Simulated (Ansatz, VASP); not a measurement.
## NbAs: VASP beside Ansatz

INCAR

```
PREC     = Accurate       # precision mode
ENCUT    = 520            # plane-wave cutoff, eV
EDIFF    = 1E-7           # SCF threshold, eV
ISMEAR   = 0              # smearing method
SIGMA    = 0.05           # smearing width, eV
LREAL    = F              # projectors in reciprocal space
LASPH    = T              # aspherical terms in the spheres
NELM     = 100            # most SCF steps
ALGO     = Normal         # electronic algorithm
ISIF     = 2              # what is computed and relaxed
LWAVE    = F              # write WAVECAR
LCHARG   = T              # write CHGCAR
GGA      = PS             # functional
LELF     = T              # ELF
LVHAR    = T            
NBANDS   = 16             # bands
```

File KPOINTS:

```
regular mesh
0
Gamma
  10 10 10
```

POSCAR

```
NbAs
1.0
    0.0000000000      2.5699765302      2.5699765302
    2.5699765302      0.0000000000      2.5699765302
    2.5699765302      2.5699765302      0.0000000000
Nb As
1 1
Direct
    0.5000000000      0.5000000000      0.5000000000
    0.0000000000      0.0000000000      0.0000000000
```

Input for Ansatz:

```yaml
crystal:
  lattice:
    - [0.0, 2.5699765302, 2.5699765302]
    - [2.5699765302, 0.0, 2.5699765302]
    - [2.5699765302, 2.5699765302, 0.0]
  atoms:
    - { symbol: Nb, position: [0.5, 0.5, 0.5] }
    - { symbol: As, position: [0.0, 0.0, 0.0] }
basis:
  ecutwfc: 420
  ecutrho_ratio: 4
kpoints:
  mp_grid: { grid: [10, 10, 10] }
hamiltonian:
  xc: pbesol
scf:
  occupations: { method: gaussian, width: 0.05 }
output:
  forces: true
  stress: true
  eigenvalues: true
```

Alike in both runs: task single point; functional PBEsol; k mesh 10 × 10 × 10; occupations gaussian, width 0.05 eV; no spin polarisation.

```csv
,VASP,Ansatz
version,VASP 6.6.1,Ansatz 0.2.0
potentials or method,"VASP PAW PBE potentials, release 64 (Nb_sv, As), cutoff 520 eV","scalar-relativistic, plane waves, PAW"
valence electrons in the cell,18,28
```

|  | VASP | Ansatz | Ansatz less VASP |
| --- | --- | --- | --- |
| gap on the k mesh at the Fermi level (eV) | none | none | - |
| pressure (GPa) | 7.4 | 7.1 | -0.26 |

VASP's potentials were made for PBE, not for PBEsol. A gap of «none» marks a metal or a gap that the smearing closes. With one functional, cell and mesh, what is left measures potentials, basis and numerics. VASP's potentials hold 18 valence electrons a cell and Ansatz's 28, so a difference there can come from the potentials and not from the codes.
